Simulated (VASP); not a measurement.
Cr, 2 atoms in the cell. It takes space group Fd-3m (No. 227, cubic). The conventional cell has a = 4.907 Å, b = 4.907 Å, c = 4.907 Å, α = 90.00°, β = 90.00°, γ = 90.00°. Cr (site symmetry -43m) has 4 Cr at 2.12 Å within 2.8 Å. This isn't the form of Cr at room conditions, which is bcc.

```yaml
Program: VASP 6.6.1
Task: single point
Functional: r2SCAN
Potentials_or_basis: VASP PAW PBE potentials, release 64 (Cr_pv)
Cutoff: 550 eV
k_mesh: 12 × 12 × 12
Occupations: fermi-dirac, width 0.1 eV
Spin: no spin polarisation
Dipole_correction: no
Further_INCAR_settings: ALGO = Normal; EDIFF = 1e-06; NBANDS = 19
```

Potentials or basis: VASP PAW PBE potentials, release 64 (Cr_pv).

Command:

```console
$ cat potpaw_PBE.64/Cr_pv/POTCAR > POTCAR
$ cp INCAR.step1 INCAR
$ mpirun -np 1 vasp_std > vasp.out
$ cp INCAR.step2 INCAR
$ mpirun -np 1 vasp_std > vasp.out
```

Hardware: 1 thread of Intel(R) Xeon(R) Platinum 8375C CPU @ 2.90GHz (Ice Lake), on a shared host.

Task: Estimate the wall time of this run.

Result: It took 2.7 min on 1 thread of Intel(R) Xeon(R) Platinum 8375C CPU @ 2.90GHz (Ice Lake), with other jobs on the host, peak memory 0.18 GiB. Counts: k points 72.
